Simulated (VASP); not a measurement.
Be2NbP3: single point with PBE

Crystal: Be2NbP3.

```
CELL_PARAMETERS angstrom
4.26562 0.00000 0.00000
-2.13281 3.69414 0.00000
0.00000 0.00000 5.78139
ATOMIC_POSITIONS crystal
Be 0.00000 0.00000 0.22890
Be 0.00000 0.00000 0.77110
Nb 0.00000 0.00000 0.50000
P 0.33333 0.66667 0.00000
P 0.66667 0.33333 0.00000
P 0.00000 0.00000 0.00000
```

The cell was built from a structure type or drawn by symmetry, and may not be a known phase.

| Quantity | Value |
| --- | --- |
| Program | VASP 6.6.1 |
| Task | single point |
| Functional | PBE |
| Potentials or basis | VASP PAW PBE potentials, release 64 (Be, Nb_sv, P) |
| Cutoff | 600 eV |
| k mesh | 6 × 6 × 4 |
| Occupations | gaussian, width 0.1 eV |
| Spin | no spin polarisation |
| Dipole correction | no |
| Further INCAR settings | ALGO = Normal; EDIFF = 1e-06; NBANDS = 25 |

```yaml
Pressure: 87.1 GPa
Largest_force: 20.011 eV/Å
Band_gap_on_the_k_mesh: zero (bands 16 and 17 overlap by 0.96 eV)
```

Forces on the atoms (eV/Å):
```
Be    0.000   0.000  20.011
Be    0.000   0.000 -20.011
Nb    0.000   0.000   0.000
P     0.000   0.000   0.000
P     0.000   0.000   0.000
P     0.000   0.000   0.000
```

Stress tensor (GPa, compression positive):
```
  6.36   0.00   0.00
  0.00   6.36   0.00
  0.00   0.00 248.45
```

Levels at points of the mesh, in eV from the Fermi level:
| k point | band 12 | band 13 | band 14 | band 15 | band 16 | band 17 | band 18 | band 19 | band 20 | band 21 |
| --- | --- | --- | --- | --- | --- | --- | --- | --- | --- | --- |
| (0.00, 0.00, 0.00) | -5.37 | -2.47 | -2.44 | -2.44 | -1.19 | -0.48 | 0.51 | 0.51 | 1.40 | 5.38 |
| (0.50, 0.00, 0.00) | -1.50 | -0.70 | -0.61 | -0.51 | 0.17 | 0.65 | 0.66 | 0.66 | 1.09 | 2.04 |
| (0.00, 0.00, 0.50) | -5.35 | -1.67 | -1.24 | -0.56 | -0.56 | 0.29 | 0.29 | 0.88 | 0.88 | 1.12 |
| (0.50, 0.00, 0.50) | -1.65 | -1.42 | -1.12 | -0.08 | 0.35 | 0.42 | 1.11 | 1.38 | 1.55 | 1.68 |

Run time: 89 s on 1 thread of Intel Xeon 8259CL, with other jobs on the host, peak memory 0.26 GiB.

Caveat: atoms lie so close that the PAW spheres overlap strongly, which falsifies energies and pressures; the cell stands under pressure; forces of over 1 eV/Å act on the atoms, so gaps and moduli don't describe the material at rest.
